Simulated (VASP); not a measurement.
A run of VASP 6.6.1:

The input INCAR:

```
PREC = Accurate
ENCUT = 520
EDIFF = 1E-6
ISMEAR = 0
SIGMA = 0.1
LREAL = F
LASPH = T
NELM = 150
ALGO = Normal
ISIF = 2
LWAVE = F
LCHARG = F
ISPIN = 2
MAGMOM = 1.8 1.8 1.8 1.8 1.8
LORBIT = 11
LMAXMIX = 4
LDIPOL = T
IDIPOL = 3
DIPOL = 0.5 0.5 0.500
GGA = PS
NBANDS = 34
```

File KPOINTS:

```
regular mesh
0
Gamma
  15 15 1
```

Contents of POSCAR:

```
Co
1.0
    2.4564222521      0.0000000000      0.0000000000
   -1.2282111260      2.1273240727      0.0000000000
    0.0000000000      0.0000000000     22.9388271283
Co
5
Direct
    0.3333333333      0.6666666667      0.3284520677
    0.6666666667      0.3333333333      0.4127318138
    0.3333333333      0.6666666667      0.4999998743
    0.6666666667      0.3333333333      0.5872681379
    0.3333333333      0.6666666667      0.6715481062
```

Potentials or basis: VASP PAW PBE potentials, release 64 (Co).

Run with:

```bash
$ cat potpaw_PBE.64/Co/POTCAR > POTCAR
$ mpirun -np 1 vasp_std > vasp.out
```

Hardware: 1 thread of Oxide Virtual Turin-like Processor, on a shared host.

**Question.** Estimate the wall time of this run.

**Answer.** Wall time 6.7 min on 1 thread of Oxide Virtual Turin-like Processor, with other jobs on the host, peak memory 0.32 GiB. Counts: scf iterations 37, k points 27.
